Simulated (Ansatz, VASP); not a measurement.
Two plane-wave programs on Rh

```xyz
1
Lattice="0.0000 1.9016 1.9016 1.9016 0.0000 1.9016 1.9016 1.9016 0.0000" Properties=species:S:1:pos:R:3 pbc="T T T"
Rh    0.0000    0.0000    0.0000
```

Alike in both runs: task relaxation of cell and atoms; functional revPBE; k mesh 14 × 14 × 14; occupations fermi-dirac, width 0.1 eV; no spin polarisation.

|  | VASP | Ansatz |
| --- | --- | --- |
| version | VASP 6.6.1 | Ansatz 0.2.0 |
| potentials or method | VASP PAW PBE potentials, release 64 (Rh_pv), cutoff 600 eV | plane waves (420 eV) with PAW, scalar-relativistic |
| valence electrons in the cell | 15 | 17 |

|  | VASP | Ansatz | Ansatz less VASP |
| --- | --- | --- | --- |
| relaxed volume (Å³/atom) | 14.25 | 14.26 | +0.001 |
| relaxed cell length with the largest relative difference (Å) | 2.722 | 2.722 | +0.0001 |

VASP's potentials were made for PBE, not for revPBE. VASP's potentials hold 15 valence electrons a cell and Ansatz's 17, so a difference there can come from the potentials and not from the codes.
